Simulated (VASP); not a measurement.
A run of VASP 6.6.1 is set up as follows.

The input INCAR:

```
  PREC = Accurate
  ENCUT = 520
  EDIFF = 1E-6
  ISMEAR = 0
  SIGMA = 0.05
  LREAL = F
  LASPH = T
  NELM = 150
  ALGO = Normal
  ISIF = 2
  LWAVE = F
  LCHARG = F
  ISPIN = 2
  MAGMOM = 2.5 0.8 0.8 0.8
  LORBIT = 11
  LMAXMIX = 4
  GGA = PE
  NBANDS = 31
```

File KPOINTS:

```
Automatic mesh
0
Gamma
  6 6 6
```

POSCAR

```
FeNi3
1.0
    3.5450000000      0.0000000000      0.0000000000
    0.0000000000      3.5450000000      0.0000000000
    0.0000000000      0.0000000000      3.5450000000
Fe Ni
1 3
Direct
    0.0000000000      0.0000000000      0.0000000000
    0.0000000000      0.5000000000      0.5000000000
    0.5000000000      0.0000000000      0.5000000000
    0.5000000000      0.5000000000      0.0000000000
```

Potentials or basis: VASP PAW PBE potentials, release 64 (Fe, Ni).

Command:

```console
$ cat potpaw_PBE.64/Fe/POTCAR potpaw_PBE.64/Ni/POTCAR > POTCAR
$ mpirun -np 1 vasp_std > vasp.out
```

(1) Predict the net moment.

(2) What does it give for the pressure?

(3) Estimate the site moments.

## Answers

(1) 4.86 μB per cell.

(2) -0.1 GPa.

(3) Fe +2.91; Ni +0.66 μB.
